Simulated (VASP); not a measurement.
# Be2B3: single point with PBE

Crystal: Be2B3.

```xyz
5
Lattice="3.1112 0.0000 0.0000 -1.5556 2.6944 0.0000 0.0000 0.0000 4.8007" Properties=species:S:1:pos:R:3 pbc="T T T"
Be    0.0000    1.7962    0.6009
Be    1.5556    0.8981    4.1999
B     0.0000    0.0000    0.0000
B     0.0000    1.7962    2.5378
B     1.5556    0.8981    2.2629
```

```json
{
 "Program": "VASP 6.6.1",
 "Task": "single point",
 "Functional": "PBE",
 "Potentials or basis": "VASP PAW PBE potentials, release 64 (Be, B)",
 "Cutoff": "520 eV",
 "k mesh": "12 × 12 × 8",
 "Occupations": "gaussian, width 0.1 eV",
 "Spin": "no spin polarisation",
 "Dipole correction": "no",
 "Further INCAR settings": "ALGO = Normal; EDIFF = 1e-07; NBANDS = 14"
}
```

| Quantity | Value |
| --- | --- |
| Pressure | 0.1 GPa |
| Largest force | 0.010 eV/Å |

Forces on the atoms (eV/Å):
```
Be   0.000  0.000  0.010
Be   0.000  0.000 -0.010
B    0.000  0.000  0.000
B    0.000  0.000  0.000
B    0.000  0.000  0.000
```

Stress tensor (GPa, compression positive):
```
 0.12  0.00  0.00
 0.00  0.12  0.00
 0.00  0.00 -0.01
```

Levels at points of the mesh, in eV from the Fermi level:
```csv
k point,band 3,band 4,band 5,band 6,band 7,band 8,band 9,band 10,band 11,band 12
"(0.00, 0.00, 0.00)",-6.63,0.39,0.39,1.38,1.38,4.34,5.98,5.98,7.64,7.90
"(0.50, 0.00, 0.00)",-4.96,-4.83,-2.89,-2.13,-1.53,0.11,4.44,4.53,8.00,8.57
"(0.00, 0.00, 0.50)",-2.36,0.06,0.57,0.57,1.59,1.59,4.90,4.90,7.25,7.25
"(0.50, 0.00, 0.50)",-7.25,-6.52,-1.73,-1.68,0.55,1.63,2.44,5.66,5.70,8.53
```

Run time: 25 s on 1 thread of Intel(R) Xeon(R) Platinum 8559C (Emerald Rapids), on a shared host, peak memory 0.19 GiB.
